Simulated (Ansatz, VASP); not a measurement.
# One calculation of Sn, two programs

INCAR

```
  ALGO = Normal
  EDIFF = 1E-6
  ENCUT = 520
  GGA = PS
  ISIF = 2
  ISMEAR = -1
  LASPH = T
  LCHARG = T
  LELF = T
  LREAL = F
  LVHAR = T
  LWAVE = F
  NBANDS = 21
  NELM = 80
  PREC = Accurate
  SIGMA = 0.05
```

File KPOINTS:

```
k-points
0
Gamma
  11 11 11
```

POSCAR

```
Sn
1.0
    0.0000000000      3.2883101610      3.2883101610
    3.2883101610      0.0000000000      3.2883101610
    3.2883101610      3.2883101610      0.0000000000
Sn
2
Direct
    0.5000000000      0.5000000000      0.5000000000
    0.7500000000      0.7500000000      0.7500000000
```

Input for Ansatz:

```yaml
crystal:
  lattice:
    - [0.0, 3.288310161, 3.288310161]
    - [3.288310161, 0.0, 3.288310161]
    - [3.288310161, 3.288310161, 0.0]
  atoms:
    - { symbol: Sn, position: [0.5, 0.5, 0.5] }
    - { symbol: Sn, position: [0.75, 0.75, 0.75] }
kpoints:
  mp_grid: { grid: [11, 11, 11] }
  band_path:
    path:
      - [0.0, 0.0, 0.0]
      - [0.5, 0.0, 0.5]
      - [0.625, 0.25, 0.625]
      - [0.375, 0.375, 0.75]
      - [0.0, 0.0, 0.0]
      - [0.5, 0.5, 0.5]
      - [0.5, 0.25, 0.75]
      - [0.5, 0.0, 0.5]
    npoints: 5
scf:
  occupations: { method: fermi_dirac, width: 0.05 }
hamiltonian:
  xc: pbesol
  pseudopotentials: { kind: all_electron, lapw: { basis_error: 0.001 } }
output:
  forces: true
  stress: true
  eigenvalues: true
```

Change from the starting cell: volume scaled by 1.04.

Alike in both runs: task single point; functional PBEsol; k mesh 11 × 11 × 11; occupations fermi-dirac, width 0.05 eV; no spin polarisation.

|  | VASP | Ansatz |
| --- | --- | --- |
| version | VASP 6.6.1 | Ansatz 0.2.0 |
| potentials or method | VASP PAW PBE potentials, release 64 (Sn_d), cutoff 520 eV | all-electron LAPW, scalar-relativistic |

|  | VASP | Ansatz | Ansatz less VASP |
| --- | --- | --- | --- |
| pressure (GPa) | -0.7 | -0.7 | +0.06 |

VASP's potentials were made for PBE, not for PBEsol. Ansatz ran all-electron here, and VASP with PAW potentials.
